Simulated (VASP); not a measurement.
Here is a VASP 6.6.1 calculation.

Contents of INCAR:

```
PREC     = Accurate       # precision mode
ENCUT    = 500            # plane-wave cutoff, eV
EDIFF    = 1E-6           # SCF threshold, eV
ISMEAR   = 0              # smearing method
SIGMA    = 0.1            # smearing width, eV
LREAL    = False          # projectors in reciprocal space
LASPH    = True           # aspherical terms in the spheres
NELM     = 120            # most SCF steps
ALGO     = Normal         # electronic algorithm
ISIF     = 2              # what is computed and relaxed
LWAVE    = False          # write WAVECAR
LCHARG   = False          # write CHGCAR
GGA      = PE             # functional
NBANDS   = 25             # bands
GGA_COMPAT= False
```

File KPOINTS:

```
Automatic mesh
0
Gamma
  3 3 2
```

Contents of POSCAR:

```
Ti
1.0
    4.5673748306      0.0000000000      0.0000000000
   -2.2836874153      3.9554626319      0.0000000000
    0.0000000000      0.0000000000      2.8262442700
Ti
3
Direct
    0.0000000000      0.0000000000      0.0000000000
    0.3333333333      0.6666666667      0.5000000000
    0.6666666667      0.3333333333      0.5000000000
```

Potentials or basis: VASP PAW PBE potentials, release 64 (Ti_sv).

Run with:

```console
$ cat potpaw_PBE.64/Ti_sv/POTCAR > POTCAR
$ mpirun -np 1 vasp_std > vasp.out
```

(1) Predict the band gap on the k mesh.

(2) Estimate the pressure.

Answers

(1) zero (band 18 reaches 8.67 eV, above the bottom of band 19 at 8.56 eV).

(2) -3.9 GPa.

Caveat: the k points lie up to 1.11 Å⁻¹ apart.
